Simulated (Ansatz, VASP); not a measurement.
## One calculation of Si3C4, two programs

```
CELL_PARAMETERS angstrom
5.13332 -1.47687 -0.05612
5.13332 1.47687 -0.05612
-2.66761 0.00000 4.44764
ATOMIC_POSITIONS crystal
Si 0.00000 0.00000 0.00000
Si 0.70487 0.70487 0.70743
Si 0.29513 0.29513 0.29257
C 0.86750 0.86750 0.56153
C 0.13250 0.13250 0.43847
C 0.37461 0.37461 0.03948
C 0.62539 0.62539 0.96052
```

Change from the starting cell: species swapped into the Ni3Se4 type (C2/m, No. 12).

Alike in both runs: functional PBE; k mesh 5 × 5 × 4; occupations gaussian, width 0.2 eV; no spin polarisation.

Ansatz relaxed the structure, and its values are those at the end. VASP's run is a single point on that final structure, the one shown.

|  | VASP | Ansatz |
| --- | --- | --- |
| version | VASP 6.6.1 | Ansatz 0.2.0 |
| potentials or method | VASP PAW PBE potentials, release 64 (Si, C), cutoff 520 eV | scalar-relativistic, plane waves, PAW |
| valence electrons in the cell | 28 | 28 |

```csv
,VASP,Ansatz,Ansatz less VASP
gap on the k mesh at the Fermi level (eV),none,none,-
pressure (GPa),-0.4,-0.4,+0.02
rms of the force components (eV/Å),0.014,0.015,+0.0009
```

A gap of «none» marks a metal or a gap that the smearing closes. With one functional, cell and mesh, what is left measures potentials, basis and numerics.

The k mesh is coarse, so the values compare programs but aren't converged.
